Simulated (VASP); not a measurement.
The system is Li3H3N2.

```
Li H N
1.0
     2.01104    1.16107    4.73572
    -2.01104    1.16107    4.73572
     0.00000   -2.32215    4.73572
Li H N
3 3 2
Direct
  0.90814 0.90814 0.90814
  0.50000 0.50000 0.50000
  0.09186 0.09186 0.09186
  0.50000 0.00000 0.50000
  0.50000 0.50000 0.00000
  0.00000 0.50000 0.50000
  0.25702 0.25702 0.25702
  0.74298 0.74298 0.74298
```

- Program: VASP 6.6.1
- Task: relaxation of cell and atoms
- Functional: PBEsol
- Potentials or basis: VASP PAW PBE potentials, release 64 (Li_sv, H, N)
- Cutoff: 600 eV
- k mesh: 6 × 6 × 6
- Occupations: fermi-dirac, width 0.03 eV
- Spin: no spin polarisation

At the start: pressure -21.9 GPa; volume 8.29 Å³/atom.

Where does the relaxation end?

Over 11 steps the energy falls by 268.2 meV/atom and the volume is 5.83 Å³/atom (-29.7 %); space group R-3m (No. 166, to 0.05 Å).

The path:
```csv
step,energy change (eV),largest force (eV/Å),pressure (GPa),volume (Å³)
1,0.0000,2.5280,-21.85,66.35
2,-1.6518,0.8152,-13.93,56.07
3,-1.9568,0.9220,-4.20,51.06
4,-2.0740,0.4951,-2.94,49.17
5,-2.1346,0.2319,-0.30,46.68
6,-2.1348,0.2132,-0.49,46.83
7,-2.1427,0.1026,0.75,46.44
8,-2.1431,0.0844,1.06,46.34
9,-2.1457,0.0270,0.19,46.57
10,-2.1457,0.0333,0.16,46.59
11,-2.1458,0.0069,0.08,46.65
```

Final structure:
```yaml
crystal:
  lattice:
    - [1.78128, 1.02842, 4.24443]
    - [-1.78128, 1.02842, 4.24443]
    - [0.00000, -2.05684, 4.24443]
  atoms:
    - { symbol: Li, position: [0.89968, 0.89968, 0.89968] }
    - { symbol: Li, position: [0.50000, 0.50000, 0.50000] }
    - { symbol: Li, position: [0.10032, 0.10032, 0.10032] }
    - { symbol: H, position: [0.50000, 0.00000, 0.50000] }
    - { symbol: H, position: [0.50000, 0.50000, 0.00000] }
    - { symbol: H, position: [0.00000, 0.50000, 0.50000] }
    - { symbol: N, position: [0.26371, 0.26371, 0.26371] }
    - { symbol: N, position: [0.73629, 0.73629, 0.73629] }
```

Caveat: the cutoff is under 1.25 times the usual one of these potentials, so pressure, stress and relaxed cells hold a basis-set (Pulay) error; the volume moved by over 15 % at a fixed basis, so the end points are rough; the PAW data sets were made with another functional, which shifts forces and pressure a little.
